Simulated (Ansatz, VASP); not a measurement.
**Sb2P3H: VASP beside Ansatz**

```
CELL_PARAMETERS angstrom
5.10316 0.00000 0.00000
-2.55158 4.41947 0.00000
0.00000 0.00000 5.46481
ATOMIC_POSITIONS crystal
Sb 0.33333 0.66667 0.00000
Sb 0.66667 0.33333 0.00000
H 0.00000 0.00000 0.50000
P 0.50000 0.00000 0.50000
P 0.00000 0.50000 0.50000
P 0.50000 0.50000 0.50000
```

Alike in both runs: functional PBE; k mesh 6 × 6 × 4; occupations gaussian, width 0.1 eV; no spin polarisation.

Ansatz relaxed the structure, and its values are those at the end. VASP's run is a single point on that final structure, the one shown.

```csv
,VASP,Ansatz
version,VASP 6.6.1,Ansatz 0.2.0
potentials or method,"VASP PAW PBE potentials, release 64 (Sb, H, P), cutoff 520 eV","scalar-relativistic, plane waves, PAW"
valence electrons in the cell,26,46
```

|  | VASP | Ansatz | Ansatz less VASP |
| --- | --- | --- | --- |
| gap on the k mesh at the Fermi level (eV) | none | none | - |
| pressure (GPa) | -0.1 | 0.0 | +0.11 |

A gap of «none» marks a metal or a gap that the smearing closes. With one functional, cell and mesh, what is left measures potentials, basis and numerics. VASP's potentials hold 26 valence electrons a cell and Ansatz's 46, so a difference there can come from the potentials and not from the codes.

Neither program's run includes spin-orbit coupling.
